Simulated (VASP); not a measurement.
Runs of VASP 6.6.1 on Si. The structure is that of space group Fd-3m (No. 227), or close to it. The cells are those of the table. 

```tsv
task	level	cell	cutoff (eV)	smearing	screening parameter	gap on the mesh (eV)	pressure (GPa)
single point	PBE0	a = 3.850 Å, angles 60.0°, 2 atoms	520	gaussian 0.01 eV	-	(b)	-0.7
single point	HSE06	a = 3.848 Å, angles 60.0°, 2 atoms	520	fermi-dirac 0.02 eV	0.2079 1/Å	1.30	(a)
relaxation of cell and atoms	HSE06	relaxed from a = 3.850 Å, angles 60.0°, 2 atoms	600	fermi-dirac 0.02 eV	0.2079 1/Å	1.30	0.0
single point	HSE06	a = 3.850 Å, angles 60.0°, 2 atoms	520	gaussian 0.01 eV	0.2079 1/Å	1.31	-0.5
```

Alike in all rows: no spin polarisation.

Problem. Fill in the values left out.

Solution. (a) -0.4; (b) 1.99.

Caveats: the PAW data sets were made with another functional, which shifts forces and pressure a little.

A k mesh can miss the band edges.
